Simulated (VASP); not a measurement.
Here is a VASP 6.6.1 calculation.

POSCAR

```
Hf3F4
1.0
   -3.4202960000      3.4202960000      3.4202960000
    3.4202960000     -3.4202960000      3.4202960000
    3.4202960000      3.4202960000     -3.4202960000
Hf F
6 8
Direct
    0.2500000000      0.6250000000      0.3750000000
    0.3750000000      0.2500000000      0.6250000000
    0.7500000000      0.8750000000      0.1250000000
    0.1250000000      0.7500000000      0.8750000000
    0.6250000000      0.3750000000      0.2500000000
    0.8750000000      0.1250000000      0.7500000000
    0.2569976159      0.2569976159      0.2569976159
    0.7430023841      0.5000000000      0.0000000000
    0.5000000000      0.0000000000      0.2430023841
    0.0000000000      0.7430023841      0.5000000000
    0.2430023841      0.5000000000      0.0000000000
    0.7569976159      0.7569976159      0.7569976159
    0.0000000000      0.2430023841      0.5000000000
    0.5000000000      0.0000000000      0.7430023841
```

INCAR.step1

```
PREC = Accurate ; ENCUT = 520
ISMEAR = 1 ; SIGMA = 0.0995
LREAL = False ; LASPH = True
NELM = 100 ; NBANDS = 71
GGA = PE ; ALGO = Normal
EDIFF = 1E-4 ; LWAVE = True
LCHARG = False
```

Contents of INCAR.step2:

```
PREC = Accurate ; ENCUT = 520
EDIFF = 1E-6 ; ISMEAR = 1
SIGMA = 0.0995 ; LREAL = False
LASPH = True ; NELM = 100
ALGO = Normal ; ISIF = 2
LWAVE = False ; LCHARG = True
METAGGA = R2SCAN ; LMIXTAU = True
LELF = True ; LVHAR = True
NBANDS = 71 ; ISTART = 1
```

KPOINTS

```
regular mesh
0
Gamma
  5 5 5
```

Potentials or basis: VASP PAW PBE potentials, release 64 (Hf_pv, F).

The run is started by

```console
$ cat potpaw_PBE.64/Hf_pv/POTCAR potpaw_PBE.64/F/POTCAR > POTCAR
$ cp INCAR.step1 INCAR
$ mpirun -np 1 vasp_std > vasp.out
$ cp INCAR.step2 INCAR
$ mpirun -np 1 vasp_std > vasp.out
```

What does it give for the pressure?

44.0 GPa.

Predict the band gap on the k mesh.

zero (bands 58 and 59 overlap by 0.32 eV).

What does it give for the largest force?

0.198 eV/Å.

Forces in eV/Å, atoms in the order of the input:
```
Hf   0.000  0.000  0.000
Hf   0.000  0.000  0.000
Hf   0.000  0.000  0.000
Hf   0.000  0.000  0.000
Hf   0.000  0.000  0.000
Hf   0.000  0.000  0.000
F    0.115  0.115  0.115
F    0.115 -0.115 -0.115
F   -0.115 -0.115  0.115
F   -0.115  0.115 -0.115
F    0.115 -0.115 -0.115
F    0.115  0.115  0.115
F   -0.115  0.115 -0.115
F   -0.115 -0.115  0.115
```

Caveat: the cell stands under pressure; the PAW data sets were made with another functional, which shifts forces and pressure a little; spin-orbit coupling is left out, which moves the levels of the heavy elements.
